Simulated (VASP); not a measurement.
# Ca3AsP in VASP: single point with PBE

Aim: the single point of Ca3AsP with PBE.

Program: VASP 6.6.1. These are calculated values, not measurements. Logs are shortened: lines on timing, memory, paths and dates and some standing lists are left out, and cuts for length are marked.

## Step 1: The cell of the first run

The typed cell holds 5 atoms: a = 5.334 Å, b = 5.334 Å, c = 5.334 Å, α = 90.00°, β = 90.00°, γ = 90.00°.

## Step 2: Single point, PBE

Contents of INCAR:

```
PREC = Accurate
ENCUT = 520
EDIFF = 1E-6
ISMEAR = 0
SIGMA = 0.01
LREAL = False
LASPH = True
NELM = 80
ALGO = Normal
ISIF = 2
LWAVE = False
LCHARG = False
GGA = PE
NBANDS = 28
```

Contents of KPOINTS:

```
Automatic mesh
0
Gamma
  3 3 3
```

Contents of POSCAR:

```
Ca3AsP
1.0
    5.3338990000      0.0000000000      0.0000000000
    0.0000000000      5.3338990000      0.0000000000
    0.0000000000      0.0000000000      5.3338990000
Ca P As
3 1 1
Direct
    0.0036058884      0.4962298136      0.5749946413
    0.5231802263     -0.0037479939      0.5231802263
    0.5749946413      0.4962298136      0.0036058884
    0.4935822062      0.4962551900      0.4935822062
   -0.0766149522     -0.0037148333     -0.0766149522
```

Potentials or basis: VASP PAW PBE potentials, release 64 (Ca_sv, P, As).

Started as:

```console
$ cat potpaw_PBE.64/Ca_sv/POTCAR potpaw_PBE.64/P/POTCAR potpaw_PBE.64/As/POTCAR > POTCAR
$ mpirun -np 1 vasp_std > vasp.out
```

OUTCAR:

```text
PREC = Accurate
   ENCUT = 520
   EDIFF = 1E-6
   ISMEAR = 0
   LREAL = False
   LASPH = True
   NELM = 80
   ISIF = 2
   GGA = PE

 ion  position               nearest neighbor table
   1  0.004  0.496  0.575-   4 2.65   4 2.75
   2  0.523  0.996  0.523-   4 2.68   4 2.68   5 3.02
   3  0.575  0.496  0.004-   4 2.65   4 2.75
   4  0.494  0.496  0.494-   1 2.65   3 2.65   2 2.68   2 2.68   1 2.75   3 2.75
   5  0.923  0.996  0.923-   2 3.02

  LATTYP: Found a simple cubic cell.
 ALAT       =     5.3338990000

  Lattice vectors:

 A1 = (   5.3338990000,   0.0000000000,   0.0000000000)
 A2 = (   0.0000000000,   5.3338990000,   0.0000000000)
 A3 = (   0.0000000000,   0.0000000000,   5.3338990000)

Analysis of symmetry for initial positions (statically):
=====================================================================
 Subroutine PRICEL returns:
 Original cell was already a primitive cell.

 Routine SETGRP: Setting up the symmetry group for a
 simple cubic supercell.

 Subroutine GETGRP returns: Found  2 space group operations
 (whereof  2 operations were pure point group operations)
 out of a pool of 48 trial point group operations.

The static configuration has the point symmetry C_1h.

Analysis of symmetry for dynamics (positions and initial velocities):
=====================================================================
 Subroutine PRICEL returns:
 Original cell was already a primitive cell.

 Routine SETGRP: Setting up the symmetry group for a
 simple cubic supercell.

 Subroutine GETGRP returns: Found  2 space group operations
 (whereof  2 operations were pure point group operations)
 out of a pool of 48 trial point group operations.

The dynamic configuration has the point symmetry C_1h.

 Subroutine INISYM returns: Found  2 space group operations
 (whereof  2 operations are pure point group operations),
 and found     1 'primitive' translations

----------------------------------------------------------------------------------------

                                     Primitive cell

  volume of cell :     151.7520

  direct lattice vectors                    reciprocal lattice vectors
     5.333899000  0.000000000  0.000000000     0.187480115  0.000000000  0.000000000
     0.000000000  5.333899000  0.000000000     0.000000000  0.187480115  0.000000000
     0.000000000  0.000000000  5.333899000     0.000000000  0.000000000  0.187480115

  length of vectors
     5.333899000  5.333899000  5.333899000     0.187480115  0.187480115  0.187480115

  position of ions in fractional coordinates (direct lattice)
     0.003605888  0.496229814  0.574994641
     0.523180226  0.996252006  0.523180226
     0.574994641  0.496229814  0.003605888
     0.493582206  0.496255190  0.493582206
     0.923385048  0.996285167  0.923385048

  ion indices of the primitive-cell ions
   primitive index   ion index
                 1           1
                 2           2
                 3           3
                 4           4
                 5           5

----------------------------------------------------------------------------------------

 KPOINTS: Automatic mesh

Automatic generation of k-mesh.
 Grid dimensions read from file:
 generate k-points for:    3    3    3

 Generating k-lattice:

  Cartesian coordinates                     Fractional coordinates (reciprocal lattice)
     0.062493372  0.000000000  0.000000000     0.333333333  0.000000000  0.000000000
     0.000000000  0.062493372  0.000000000     0.000000000  0.333333333  0.000000000
     0.000000000  0.000000000  0.062493372     0.000000000  0.000000000  0.333333333

  Length of vectors
     0.062493372  0.062493372  0.062493372

  Shift w.r.t. Gamma in fractional coordinates (k-lattice)
     0.000000000  0.000000000  0.000000000

 Subroutine IBZKPT returns following result:
 ===========================================

 Found     10 irreducible k-points:

 Following reciprocal coordinates:
            Coordinates               Weight
  0.000000  0.000000  0.000000      1.000000
  0.333333  0.000000  0.000000      4.000000
  0.000000  0.333333  0.000000      2.000000
  0.333333  0.333333  0.000000      4.000000
  0.333333  0.000000  0.333333      2.000000
 -0.333333  0.333333  0.000000      4.000000
 -0.333333  0.000000  0.333333      2.000000
  0.333333  0.333333  0.333333      2.000000
 -0.333333  0.333333  0.333333      4.000000
  0.333333 -0.333333  0.333333      2.000000
   k-points           NKPTS =     10   k-points in BZ     NKDIM =     10   number of bands    NBANDS=     28
   number of dos      NEDOS =    301   number of ions     NIONS =      5
   total plane-waves  NPLWV =  64000
   dimension x,y,z NGX =    40 NGY =   40 NGZ =   40
   dimension x,y,z NGXF=    80 NGYF=   80 NGZF=   80
   ions per type =               3   1   1
   NGX,Y,Z   is equivalent  to a cutoff of  12.47, 12.47, 12.47 a.u.
   NGXF,Y,Z  is equivalent  to a cutoff of  24.93, 24.93, 24.93 a.u.
 SYSTEM =  unknown system
   PREC   = accura    normal or accurate (medium, high low for compatibility)
   ISTART =      0    job   : 0-new  1-cont  2-samecut
   ICHARG =      2    charge: 1-file 2-atom 10-const
   ISPIN  =      1    spin polarized calculation?
   LNONCOLLINEAR =      F non collinear calculations
   LSORBIT =      F    spin-orbit coupling
   LASPH  =      T    aspherical Exc in radial PAW
   ENCUT  =  520.0 eV  38.22 Ry    6.18 a.u.   9.92  9.92  9.92*2*pi/ulx,y,z
   NELM   =     80;   NELMIN=  2; NELMDL= -5     # of ELM steps
   EDIFF  = 0.1E-05   stopping-criterion for ELM
   LREAL  =      F    real-space projection
[... 7 lines left out ...]
   TEBEG  =    0.0;   TEEND  =   0.0 temperature during run
   PSTRESS=    0.0 pullay stress
   NELECT =      40.0000    total number of electrons
   NUPDOWN=      -1.0000    fix difference up-down
   EMIN   =  10.00;   EMAX   =-10.00  energy-range for DOS
   EFERMI =   0.00;   METHOD = LEGACY
   ISMEAR =     0;   SIGMA  =   0.01  broadening in eV -4-tet -1-fermi 0-gaus
   EFERMI_NEDOS =   21; number of points for ismear=-14 and -15
   IALGO  =     38    algorithm
   IMIX   =      4    mixing-type and parameters
     AMIX     =   0.40;   BMIX     =  1.00
     AMIX_MAG =   1.60;   BMIX_MAG =  1.00
  volume/ion in A,a.u.               =      30.35       204.81
  Fermi-wavevector in a.u.,A,eV,Ry     =   1.049663  1.983576 14.990806  1.101793
  Thomas-Fermi vector in A             =   2.184635
   LORBIT       =      0    0 simple, 1 ext, 2 COOP (PROOUT), +10 PAW based schemes
   GGA     = PE    functional components
   LHFCALC =     F    Hartree Fock is set to
   AEXX    =    0.0000 exact exchange contribution
   IVDW    =     0    specifies the selected vdW correction
   LEPSILON=     F    determine dielectric tensor
   LRPA    =     F    only Hartree local field effects (RPA)
 non-spin polarized calculation
 Gauss-broadening in eV      SIGMA  =   0.01
  energy-cutoff  :      520.00
  volume of cell :      151.75
 maximum number of plane-waves:      4108
   NGX = 19   NGY = 19   NGZ = 19

 number of electron      39.9999999 magnetization

 Free energy of the ion-electron system (eV)
  ---------------------------------------------------
  ext. energy  EPLUGINS =         0.00000000
  ---------------------------------------------------
  free energy    TOTEN  =       -20.34131941 eV

  energy without entropy =      -20.34131941  energy(sigma->0) =      -20.34131941

 E-fermi :   2.0813     XC(G=0):  -8.3524

 val. band max:        2.0228929598   @ k =   0.0000   0.0000   0.0000
 cond. band min:       3.0205171989   @ k =   0.0000   0.0000   0.0000
 fundamental gap:      0.9976242391
 Fermi energy:         2.0813103878

 k-point     1 :       0.0000    0.0000    0.0000
  band No.  band energies     occupation
      1     -38.4628      2.00000
      2     -38.4291      2.00000
      3     -38.2246      2.00000
      4     -19.6592      2.00000
      5     -19.5581      2.00000
      6     -19.5155      2.00000
[... 20 lines left out ...]
     27       6.3031      0.00000
     28       6.4520      0.00000

 k-point     2 :       0.3333    0.0000    0.0000
  band No.  band energies     occupation
      1     -38.4593      2.00000
      2     -38.4324      2.00000
      3     -38.2248      2.00000
      4     -19.6521      2.00000
      5     -19.5366      2.00000
      6     -19.5022      2.00000
[... 20 lines left out ...]
     27       6.2561      0.00000
     28       6.3135      0.00000

 k-point     3 :       0.0000    0.3333    0.0000
  band No.  band energies     occupation
      1     -38.4623      2.00000
      2     -38.4291      2.00000
      3     -38.2249      2.00000
      4     -19.6561      2.00000
      5     -19.5543      2.00000
      6     -19.5046      2.00000
[... 20 lines left out ...]
     27       6.1193      0.00000
     28       6.5570      0.00000

 k-point     4 :       0.3333    0.3333    0.0000
  band No.  band energies     occupation
      1     -38.4590      2.00000
      2     -38.4323      2.00000
      3     -38.2250      2.00000
      4     -19.6511      2.00000
      5     -19.5361      2.00000
      6     -19.5038      2.00000
[... 20 lines left out ...]
     27       5.9651      0.00000
     28       6.1949      0.00000

 k-point     5 :       0.3333    0.0000    0.3333
  band No.  band energies     occupation
      1     -38.4568      2.00000
      2     -38.4345      2.00000
      3     -38.2250      2.00000
      4     -19.6726      2.00000
      5     -19.5357      2.00000
      6     -19.4942      2.00000
[... 20 lines left out ...]
     27       6.3764      0.00000
     28       6.3793      0.00000

 k-point     6 :      -0.3333    0.3333    0.0000
  band No.  band energies     occupation
      1     -38.4590      2.00000
      2     -38.4323      2.00000
      3     -38.2250      2.00000
      4     -19.6511      2.00000
      5     -19.5361      2.00000
      6     -19.5038      2.00000
[... 20 lines left out ...]
     27       5.9650      0.00000
     28       6.1969      0.00000

 k-point     7 :      -0.3333    0.0000    0.3333
  band No.  band energies     occupation
      1     -38.4565      2.00000
      2     -38.4348      2.00000
      3     -38.2250      2.00000
      4     -19.6603      2.00000
      5     -19.5580      2.00000
      6     -19.4907      2.00000
[... 20 lines left out ...]
     27       5.9855      0.00000
     28       6.4828      0.00000

 k-point     8 :       0.3333    0.3333    0.3333
  band No.  band energies     occupation
      1     -38.4566      2.00000
      2     -38.4345      2.00000
      3     -38.2250      2.00000
      4     -19.6763      2.00000
      5     -19.5575      2.00000
      6     -19.4996      2.00000
[... 20 lines left out ...]
     27       5.9427      0.00000
     28       6.0950      0.00000

 k-point     9 :      -0.3333    0.3333    0.3333
  band No.  band energies     occupation
      1     -38.4563      2.00000
      2     -38.4347      2.00000
      3     -38.2250      2.00000
      4     -19.6618      2.00000
      5     -19.5760      2.00000
      6     -19.5012      2.00000
[... 20 lines left out ...]
     27       5.7563      0.00000
     28       5.9925      0.00000

 k-point    10 :       0.3333   -0.3333    0.3333
  band No.  band energies     occupation
      1     -38.4566      2.00000
      2     -38.4345      2.00000
      3     -38.2250      2.00000
      4     -19.6763      2.00000
      5     -19.5575      2.00000
      6     -19.4996      2.00000
[... 20 lines left out ...]
     27       5.9429      0.00000
     28       6.0947      0.00000

------------------------ aborting loop because EDIFF is reached ----------------------------------------

  FORCE on cell =-STRESS in cart. coord.  units (eV):
  Direction    XX          YY          ZZ          XY          YZ          ZX
  --------------------------------------------------------------------------------------
  -------------------------------------------------------------------------------------
  Total        1.8808541      0.0400879      1.8808541     -0.0004885     -0.0004885      0.5454087
  in kB       19.8578087      0.4232423     19.8578087     -0.0051573     -0.0051571      5.7583529
  external PRESSURE =      13.3796199 kB  Pullay stress =       0.0000000 kB

 VOLUME and BASIS-vectors are now :
 -----------------------------------------------------------------------------
  energy-cutoff  :      520.00
  volume of cell :      151.75
      direct lattice vectors                 reciprocal lattice vectors
     5.333899000  0.000000000  0.000000000     0.187480115  0.000000000  0.000000000
     0.000000000  5.333899000  0.000000000     0.000000000  0.187480115  0.000000000
     0.000000000  0.000000000  5.333899000     0.000000000  0.000000000  0.187480115

 POSITION                                       TOTAL-FORCE (eV/Angst)
 -----------------------------------------------------------------------------------
      0.01923      2.64684      3.06696        -0.001088      0.000020      0.000715
      2.79059      5.31391      2.79059        -0.005061     -0.000123     -0.005061
      3.06696      2.64684      0.01923         0.000715      0.000020     -0.001088
      2.63272      2.64698      2.63272        -0.005322      0.000114     -0.005322
      4.92524      5.31408      4.92524         0.010756     -0.000031      0.010756
 -----------------------------------------------------------------------------------
    total drift:                                0.000914     -0.000607      0.000915

  FREE ENERGIE OF THE ION-ELECTRON SYSTEM (eV)
  ---------------------------------------------------
  free  energy   TOTEN  =       -20.3413194137 eV

  energy  without entropy=      -20.3413194137  energy(sigma->0) =      -20.34131941
```

Run time: 65 s. Hardware: 1 thread of Intel Xeon 8259CL, shared host; peak memory 0.25 GiB.

Results:

| Property | Result |
| --- | --- |
| Free energy | -20.3413 eV |
| Pressure | 1.3 GPa |
| Largest force | 0.015 eV/Å |
| Band gap on the k mesh | 1.00 eV |

Forces on the atoms (eV/Å):
```
Ca  -0.001  0.000  0.001
Ca  -0.005  0.000 -0.005
Ca   0.001  0.000 -0.001
P   -0.005  0.000 -0.005
As   0.011  0.000  0.011
```

Levels at points of the mesh, in eV from the valence-band top:
```tsv
k point	band 16	band 17	band 18	band 19	band 20	band 21	band 22	band 23	band 24	band 25
(0.00, 0.00, 0.00)	-1.20	-1.15	-0.14	-0.12	0.00	1.00	1.65	1.90	2.29	2.44
```
